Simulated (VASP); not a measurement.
Input of a VASP 6.6.1 run:

The input INCAR:

```
  ALGO = Normal
  DIPOL = 0.5 0.5 0.289
  EDIFF = 1E-6
  ENCUT = 520
  GGA = PE
  IDIPOL = 3
  ISIF = 2
  ISMEAR = 0
  IVDW = 12
  LASPH = T
  LCHARG = F
  LDIPOL = T
  LREAL = Auto
  LWAVE = F
  NBANDS = 120
  NELM = 100
  PREC = Accurate
  SIGMA = 0.1
```

Contents of KPOINTS:

```
k-points
0
Gamma
  5 5 1
```

File POSCAR:

```
Ti12HN12
1.0
    5.9473589866      0.0000000000      0.0000000000
    0.0000000000      5.9473589866      0.0000000000
    0.0000000000      0.0000000000     21.6533569277
Ti N H
12 12 1
Direct
    0.2500000000      0.2500000000      0.1847288628
    0.2500000000      0.7500000000      0.1847288628
    0.7500000000      0.2500000000      0.1847288628
    0.7500000000      0.7500000000      0.1847288628
    0.0000000000      0.0000000000      0.2801771125
    0.0000000000      0.5000000000      0.2801771125
    0.5000000000      0.0000000000      0.2801771125
    0.5000000000      0.5000000000      0.2801771125
    0.2500000000      0.2500000000      0.3715894834
    0.2500000000      0.7500000000      0.3715894834
    0.7500000000      0.2500000000      0.3715894834
    0.7500000000      0.7500000000      0.3715894834
    0.0000000000      0.0000000000      0.1847288628
    0.0000000000      0.5000000000      0.1847288628
    0.5000000000      0.0000000000      0.1847288628
    0.5000000000      0.5000000000      0.1847288628
    0.2500000000      0.2500000000      0.2786780157
    0.2500000000      0.7500000000      0.2786780157
    0.7500000000      0.2500000000      0.2786780157
    0.7500000000      0.7500000000      0.2786780157
    0.0000000000      0.0000000000      0.3811583098
    0.0000000000      0.5000000000      0.3811583098
    0.5000000000      0.0000000000      0.3811583098
    0.5000000000      0.5000000000      0.3811583098
    0.0000000000      0.2500000000      0.5104685137
```

Potentials or basis: VASP PAW PBE potentials, release 64 (Ti_sv, N, H).

Run with:

```console
$ cat potpaw_PBE.64/Ti_sv/POTCAR potpaw_PBE.64/N/POTCAR potpaw_PBE.64/H/POTCAR > POTCAR
$ mpirun -np 1 vasp_std > vasp.out
```

(1) Estimate the band gap on the k mesh.

(2) What does it give for the dispersion energy per atom?

(3) Estimate the largest force.

Answers

(1) zero (an odd number of electrons rules out a gap without spin polarisation).

(2) -0.309 eV.

(3) 1.831 eV/Å.
